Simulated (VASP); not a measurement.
Here is a VASP 6.6.1 calculation.

File POSCAR:

```
CsBr
1.0
    4.3195965033      0.0000000000      0.0000000000
    0.0000000000      4.3195965033      0.0000000000
    0.0000000000      0.0000000000      4.3195965033
Cs Br
1 1
Direct
    0.0000000000      0.0000000000      0.0000000000
    0.5000000000      0.5000000000      0.5000000000
```

File INCAR.step1:

```
SYSTEM = CsBr
PREC = Accurate
ENCUT = 400
EDIFF = 1E-5
ISMEAR = 0
SIGMA = 0.01
LREAL = .FALSE.
LASPH = .TRUE.
NELM = 120
ALGO = Normal
ISIF = 2
LWAVE = .TRUE.
LCHARG = .FALSE.
GGA = PE
NBANDS = 15
GGA_COMPAT = .FALSE.
```

INCAR.step2

```
SYSTEM = CsBr
PREC = Accurate
ENCUT = 400
EDIFF = 1E-6
ISMEAR = 0
SIGMA = 0.01
LREAL = .FALSE.
LASPH = .TRUE.
NELM = 120
ALGO = Normal
ISIF = 2
LWAVE = .FALSE.
LCHARG = .FALSE.
GGA = PE
LHFCALC = .TRUE.
HFSCREEN = 0.2079
PRECFOCK = Normal
ISTART = 1
NBANDS = 15
GGA_COMPAT = .FALSE.
```

The input KPOINTS:

```
regular mesh
0
G
  4 4 4
  0 0 0
```

Potentials or basis: VASP PAW PBE potentials, release 64 (Cs_sv, Br).

Command:

```sh
$ cat potpaw_PBE.64/Cs_sv/POTCAR potpaw_PBE.64/Br/POTCAR > POTCAR
$ cp INCAR.step1 INCAR
$ mpirun -np 1 vasp_std > vasp.out
$ cp INCAR.step2 INCAR
$ mpirun -np 1 vasp_std > vasp.out
```

(1) Estimate the pressure.

(2) Estimate the band gap on the k mesh.

Answers

(1) 0.4 GPa.

(2) 5.60 eV (least direct gap 5.60 eV).

Caveat: the PAW data sets were made with another functional, which shifts forces and pressure a little; spin-orbit coupling is left out, which moves the levels of the heavy elements.
